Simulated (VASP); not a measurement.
# SiO2 (P4_12_12) in VASP: single point with PBE

Aim: the single point of SiO2 with PBE.

All numbers are computed with VASP 6.6.1; they aren't measurements. Logs are shortened: lines on timing, memory, paths and dates and some standing lists are left out, and cuts for length are marked.

**1. The cell of the first run**

Symmetry: P4_12_12, No. 92, tetragonal system. Conventional cell: a = 5.083 Å, b = 5.083 Å, c = 7.098 Å, α = 90.00°, β = 90.00°, γ = 90.00°. Within 2.2 Å of Si (site symmetry 2) lie 4 O at 1.62 to 1.63 Å. O (site symmetry 1) has 2 Si at 1.62 to 1.63 Å within 2.2 Å.

**2. Single point, PBE**

Contents of INCAR:

```
  ALGO = Normal
  EDIFF = 1E-6
  ENCUT = 600
  GGA = PE
  GGA_COMPAT = F
  ISIF = 2
  ISMEAR = 0
  LASPH = T
  LCHARG = F
  LREAL = F
  LWAVE = F
  NBANDS = 44
  NELM = 120
  PREC = Accurate
  SIGMA = 0.02
```

Contents of KPOINTS:

```
k-points
0
Gamma
  6 6 4
```

Contents of POSCAR:

```
SiO2
1.0
    5.0828646218      0.0000000000      0.0000000000
    0.0000000000      5.0828646218      0.0000000000
    0.0000000000      0.0000000000      7.0977090664
Si O
4 8
Direct
    0.2939908888      0.2939908888      0.0000000000
    0.2060091112      0.7939908888      0.2500000000
    0.7060091112      0.7060091112      0.5000000000
    0.7939908888      0.2060091112      0.7500000000
    0.2411309881      0.0937182696      0.1743588061
    0.4062817304      0.7411309881      0.4243588061
    0.7588690119      0.9062817304      0.6743588061
    0.5937182696      0.2588690119      0.9243588061
    0.7411309881      0.4062817304      0.5756411939
    0.9062817304      0.7588690119      0.3256411939
    0.2588690119      0.5937182696      0.0756411939
    0.0937182696      0.2411309881      0.8256411939
```

Potentials or basis: VASP PAW PBE potentials, release 64 (Si, O).

Command:

```bash
> cat potpaw_PBE.64/Si/POTCAR potpaw_PBE.64/O/POTCAR > POTCAR
> mpirun -np 1 vasp_std > vasp.out
```

OUTCAR:

```text
EDIFF = 1E-6
   ENCUT = 600
   GGA = PE
   ISIF = 2
   ISMEAR = 0
   LASPH = T
   LREAL = F
   NELM = 120
   PREC = Accurate

 ion  position               nearest neighbor table
   1  0.294  0.294  0.000-   5 1.62  12 1.62  11 1.63   8 1.63   2 3.13   4 3.13   2 3.13   4 3.13

   2  0.206  0.794  0.250-   6 1.62  11 1.62  10 1.63   5 1.63   1 3.13   3 3.13   1 3.13   3 3.13

   3  0.706  0.706  0.500-   7 1.62  10 1.62   9 1.63   6 1.63   2 3.13   4 3.13   4 3.13   2 3.13

   4  0.794  0.206  0.750-   8 1.62   9 1.62   7 1.63  12 1.63   1 3.13   3 3.13   3 3.13   1 3.13

   5  0.241  0.094  0.174-   1 1.62   2 1.63
   6  0.406  0.741  0.424-   2 1.62   3 1.63
   7  0.759  0.906  0.674-   3 1.62   4 1.63
   8  0.594  0.259  0.924-   4 1.62   1 1.63
   9  0.741  0.406  0.576-   4 1.62   3 1.63
  10  0.906  0.759  0.326-   3 1.62   2 1.63
  11  0.259  0.594  0.076-   2 1.62   1 1.63
  12  0.094  0.241  0.826-   1 1.62   4 1.63

  LATTYP: Found a simple tetragonal cell.
 ALAT       =     5.0828646218
 C/A-ratio  =     1.3963993918

  Lattice vectors:

 A1 = (   5.0828646218,   0.0000000000,   0.0000000000)
 A2 = (   0.0000000000,   5.0828646218,   0.0000000000)
 A3 = (   0.0000000000,   0.0000000000,   7.0977090664)

Analysis of symmetry for initial positions (statically):
=====================================================================
 Subroutine PRICEL returns:
 Original cell was already a primitive cell.

 Routine SETGRP: Setting up the symmetry group for a
 simple tetragonal supercell.

 Subroutine GETGRP returns: Found  8 space group operations
 (whereof  2 operations were pure point group operations)
 out of a pool of 16 trial point group operations.

The static configuration has the point symmetry C_2 .
 The point group associated with its full space group is D_4 .

Analysis of symmetry for dynamics (positions and initial velocities):
=====================================================================
 Subroutine PRICEL returns:
 Original cell was already a primitive cell.

 Routine SETGRP: Setting up the symmetry group for a
 simple tetragonal supercell.

 Subroutine GETGRP returns: Found  8 space group operations
 (whereof  2 operations were pure point group operations)
 out of a pool of 16 trial point group operations.

The dynamic configuration has the point symmetry C_2 .
 The point group associated with its full space group is D_4 .

 Subroutine INISYM returns: Found  8 space group operations
 (whereof  2 operations are pure point group operations),
 and found     1 'primitive' translations

----------------------------------------------------------------------------------------

                                     Primitive cell

  volume of cell :     183.3730

  direct lattice vectors                    reciprocal lattice vectors
     5.082864622  0.000000000  0.000000000     0.196739452  0.000000000  0.000000000
     0.000000000  5.082864622  0.000000000     0.000000000  0.196739452  0.000000000
     0.000000000  0.000000000  7.097709066     0.000000000  0.000000000  0.140890531

  length of vectors
     5.082864622  5.082864622  7.097709066     0.196739452  0.196739452  0.140890531

  position of ions in fractional coordinates (direct lattice)
     0.293990889  0.293990889  0.000000000
     0.206009111  0.793990889  0.250000000
     0.706009111  0.706009111  0.500000000
     0.793990889  0.206009111  0.750000000
     0.241130988  0.093718270  0.174358806
     0.406281730  0.741130988  0.424358806
     0.758869012  0.906281730  0.674358806
     0.593718270  0.258869012  0.924358806
     0.741130988  0.406281730  0.575641194
     0.906281730  0.758869012  0.325641194
     0.258869012  0.593718270  0.075641194
     0.093718270  0.241130988  0.825641194

  ion indices of the primitive-cell ions
   primitive index   ion index
                 1           1
                 2           2
                 3           3
                 4           4
                 5           5
                 6           6
                 7           7
                 8           8
                 9           9
                10          10
                11          11
                12          12

----------------------------------------------------------------------------------------

 KPOINTS: k-points

Automatic generation of k-mesh.
 Grid dimensions read from file:
 generate k-points for:    6    6    4

 Generating k-lattice:

  Cartesian coordinates                     Fractional coordinates (reciprocal lattice)
     0.032789909  0.000000000  0.000000000     0.166666667  0.000000000  0.000000000
     0.000000000  0.032789909  0.000000000     0.000000000  0.166666667  0.000000000
     0.000000000  0.000000000  0.035222633     0.000000000  0.000000000  0.250000000

  Length of vectors
     0.032789909  0.032789909  0.035222633

  Shift w.r.t. Gamma in fractional coordinates (k-lattice)
     0.000000000  0.000000000  0.000000000

 Subroutine IBZKPT returns following result:
 ===========================================

 Found     30 irreducible k-points:

 Following reciprocal coordinates:
            Coordinates               Weight
  0.000000  0.000000  0.000000      1.000000
  0.166667  0.000000  0.000000      4.000000
  0.333333  0.000000  0.000000      4.000000
  0.500000  0.000000  0.000000      2.000000
  0.166667  0.166667  0.000000      4.000000
  0.333333  0.166667  0.000000      8.000000
[... 16 lines left out ...]
  0.333333  0.000000  0.500000      4.000000
  0.500000  0.000000  0.500000      2.000000
 [... further k-points ...]
   k-points           NKPTS =     30   k-points in BZ     NKDIM =     30   number of bands    NBANDS=     44
   number of dos      NEDOS =    301   number of ions     NIONS =     12
   total plane-waves  NPLWV = 105840
   dimension x,y,z NGX =    42 NGY =   42 NGZ =   60
   dimension x,y,z NGXF=    84 NGYF=   84 NGZF=  120
   ions per type =               4   8
   NGX,Y,Z   is equivalent  to a cutoff of  13.74, 13.74, 14.05 a.u.
   NGXF,Y,Z  is equivalent  to a cutoff of  27.47, 27.47, 28.11 a.u.
 SYSTEM =  unknown system
   PREC   = accura    normal or accurate (medium, high low for compatibility)
   ISTART =      0    job   : 0-new  1-cont  2-samecut
   ICHARG =      2    charge: 1-file 2-atom 10-const
   ISPIN  =      1    spin polarized calculation?
   LNONCOLLINEAR =      F non collinear calculations
   LSORBIT =      F    spin-orbit coupling
   LASPH  =      T    aspherical Exc in radial PAW
   ENCUT  =  600.0 eV  44.10 Ry    6.64 a.u.  10.15 10.15 14.18*2*pi/ulx,y,z
   NELM   =    120;   NELMIN=  2; NELMDL= -5     # of ELM steps
   EDIFF  = 0.1E-05   stopping-criterion for ELM
   LREAL  =      F    real-space projection
   EDIFFG = 0.1E-04   stopping-criterion for IOM
   NSW    =      0    number of steps for IOM
   IBRION =     -1    ionic relax: 0-MD 1-quasi-New 2-CG
   NFREE  =      0    steps in history (QN), initial steepest desc. (CG)
   ISIF   =      2    stress and relaxation
   ISYM   =      2    0-nonsym 1-usesym 2-fastsym
   POTIM  = 0.5000    time-step for ionic-motion
   TEBEG  =    0.0;   TEEND  =   0.0 temperature during run
   PSTRESS=    0.0 pullay stress
   NELECT =      64.0000    total number of electrons
   NUPDOWN=      -1.0000    fix difference up-down
   EMIN   =  10.00;   EMAX   =-10.00  energy-range for DOS
   EFERMI =   0.00;   METHOD = LEGACY
   ISMEAR =     0;   SIGMA  =   0.02  broadening in eV -4-tet -1-fermi 0-gaus
   EFERMI_NEDOS =   21; number of points for ismear=-14 and -15
   IALGO  =     38    algorithm
   IMIX   =      4    mixing-type and parameters
     AMIX     =   0.40;   BMIX     =  1.00
     AMIX_MAG =   1.60;   BMIX_MAG =  1.00
  volume/ion in A,a.u.               =      15.28       103.12
  Fermi-wavevector in a.u.,A,eV,Ry     =   1.152629  2.178154 18.076085  1.328555
  Thomas-Fermi vector in A             =   2.289279
   LORBIT       =      0    0 simple, 1 ext, 2 COOP (PROOUT), +10 PAW based schemes
   GGA     = PE    functional components
   LHFCALC =     F    Hartree Fock is set to
   AEXX    =    0.0000 exact exchange contribution
   IVDW    =     0    specifies the selected vdW correction
   LEPSILON=     F    determine dielectric tensor
   LRPA    =     F    only Hartree local field effects (RPA)
 non-spin polarized calculation
 Gauss-broadening in eV      SIGMA  =   0.02
  energy-cutoff  :      600.00
  volume of cell :      183.37
 maximum number of plane-waves:      6184
 NGX is ok and might be reduce to    42
   NGX = 21   NGY = 21   NGZ = 29

 number of electron      64.0000012 magnetization

 Free energy of the ion-electron system (eV)
  ---------------------------------------------------
  ext. energy  EPLUGINS =         0.00000000
  ---------------------------------------------------
  free energy    TOTEN  =       -94.98277801 eV

  energy without entropy =      -94.98277801  energy(sigma->0) =      -94.98277801

 E-fermi :  -0.1705     XC(G=0):  -8.1030

 val. band max:       -0.2946780089   @ k =   0.0000   0.0000   0.0000
 cond. band min:       5.2199949643   @ k =   0.0000   0.0000   0.0000
 fundamental gap:      5.5146729732
 Fermi energy:        -0.1705095924

 k-point     1 :       0.0000    0.0000    0.0000
  band No.  band energies     occupation
      1     -19.6138      2.00000
      2     -18.7530      2.00000
      3     -18.7530      2.00000
      4     -17.6295      2.00000
      5     -17.6019      2.00000
      6     -17.6005      2.00000
[... 36 lines left out ...]
     43      10.6948      0.00000
     44      10.8516      0.00000

 k-point     2 :       0.1667    0.0000    0.0000
  band No.  band energies     occupation
      1     -19.5595      2.00000
      2     -18.8113      2.00000
      3     -18.6875      2.00000
      4     -17.6823      2.00000
      5     -17.6326      2.00000
      6     -17.6120      2.00000
[... 36 lines left out ...]
     43      10.8000      0.00000
     44      11.1461      0.00000

 k-point     3 :       0.3333    0.0000    0.0000
  band No.  band energies     occupation
      1     -19.4078      2.00000
      2     -18.9731      2.00000
      3     -18.5012      2.00000
      4     -17.9255      2.00000
      5     -17.6393      2.00000
      6     -17.6327      2.00000
[... 36 lines left out ...]
     43      10.5515      0.00000
     44      10.7621      0.00000

 k-point     4 :       0.5000    0.0000    0.0000
  band No.  band energies     occupation
      1     -19.1934      2.00000
      2     -19.1934      2.00000
      3     -18.2273      2.00000
      4     -18.2273      2.00000
      5     -17.6422      2.00000
      6     -17.6422      2.00000
[... 882 lines left out ...]
     43      10.6536      0.00000
     44      10.6536      0.00000

 k-point    23 :       0.3333    0.0000    0.5000
  band No.  band energies     occupation
      1     -19.2449      2.00000
      2     -19.2449      2.00000
      3     -18.1719      2.00000
      4     -18.1719      2.00000
      5     -17.6239      2.00000
      6     -17.6239      2.00000
[... 36 lines left out ...]
     43      10.9172      0.00000
     44      10.9173      0.00000

 k-point    24 :       0.5000    0.0000    0.5000
  band No.  band energies     occupation
      1     -19.1891      2.00000
      2     -19.1891      2.00000
      3     -18.2430      2.00000
      4     -18.2430      2.00000
      5     -17.6302      2.00000
      6     -17.6302      2.00000
[... 36 lines left out ...]
     43      11.0172      0.00000
     44      11.0466      0.00000

 [... further k-points ...]
[... 5 lines left out ...]
  --------------------------------------------------------------------------------------
  -------------------------------------------------------------------------------------
  Total       -0.1382003     -0.1382003     -0.1743652      0.0000000      0.0000000     -0.0000000
  in kB       -1.2074922     -1.2074922     -1.5234743      0.0000000      0.0000000     -0.0000000
  external PRESSURE =      -1.3128196 kB  Pullay stress =       0.0000000 kB

 VOLUME and BASIS-vectors are now :
 -----------------------------------------------------------------------------
  energy-cutoff  :      600.00
  volume of cell :      183.37
      direct lattice vectors                 reciprocal lattice vectors
     5.082864622  0.000000000  0.000000000     0.196739452  0.000000000  0.000000000
     0.000000000  5.082864622  0.000000000     0.000000000  0.196739452  0.000000000
     0.000000000  0.000000000  7.097709066     0.000000000  0.000000000  0.140890531

 POSITION                                       TOTAL-FORCE (eV/Angst)
 -----------------------------------------------------------------------------------
      1.49432      1.49432      0.00000         0.015553      0.015553      0.000000
      1.04712      4.03575      1.77443        -0.015553      0.015553      0.000000
      3.58855      3.58855      3.54885        -0.015553     -0.015553      0.000000
      4.03575      1.04712      5.32328         0.015553     -0.015553      0.000000
      1.22564      0.47636      1.23755         0.001373     -0.004602     -0.008912
      2.06508      3.76707      3.01198         0.004602      0.001373     -0.008912
      3.85723      4.60651      4.78640        -0.001373      0.004602     -0.008912
      3.01779      1.31580      6.56083        -0.004602     -0.001373     -0.008912
      3.76707      2.06508      4.08573         0.001373      0.004602      0.008912
      4.60651      3.85723      2.31131         0.004602     -0.001373      0.008912
      1.31580      3.01779      0.53688        -0.001373     -0.004602      0.008912
      0.47636      1.22564      5.86016        -0.004602      0.001373      0.008912
 -----------------------------------------------------------------------------------
    total drift:                               -0.000000      0.000000      0.000000

  FREE ENERGIE OF THE ION-ELECTRON SYSTEM (eV)
  ---------------------------------------------------
  free  energy   TOTEN  =       -94.9827780077 eV

  energy  without entropy=      -94.9827780077  energy(sigma->0) =      -94.98277801
```

Run time: 5.2 min. Hardware: 1 thread of Oxide Virtual Turin-like, shared host; peak memory 0.39 GiB.

What came out:

```yaml
Free_energy: -94.9828 eV
Pressure: -0.1 GPa
Largest_force: 0.022 eV/Å
Band_gap_on_the_k_mesh: 5.51 eV
```

Forces in eV/Å, atoms in the order of the input:
```
Si   0.016  0.016  0.000
Si  -0.016  0.016  0.000
Si  -0.016 -0.016  0.000
Si   0.016 -0.016  0.000
O    0.001 -0.005 -0.009
O    0.005  0.001 -0.009
O   -0.001  0.005 -0.009
O   -0.005 -0.001 -0.009
O    0.001  0.005  0.009
O    0.005 -0.001  0.009
O   -0.001 -0.005  0.009
O   -0.005  0.001  0.009
```

Levels at points of the mesh, in eV from the valence-band top:
```tsv
k point	band 29	band 30	band 31	band 32	band 33	band 34	band 35	band 36
(0.00, 0.00, 0.00)	-0.66	-0.25	-0.25	0.00	5.51	8.67	8.67	8.87
(0.50, 0.00, 0.00)	-0.63	-0.63	-0.45	-0.45	7.48	7.48	9.12	9.12
(0.50, 0.50, 0.00)	-0.59	-0.59	-0.55	-0.55	8.50	8.50	8.58	8.58
(0.00, 0.00, 0.50)	-0.49	-0.49	-0.39	-0.39	6.71	6.71	9.32	9.32
(0.50, 0.00, 0.50)	-0.92	-0.92	-0.16	-0.16	7.71	7.71	8.72	8.72
(0.50, 0.50, 0.50)	-0.64	-0.64	-0.64	-0.64	9.02	9.02	9.02	9.02
```
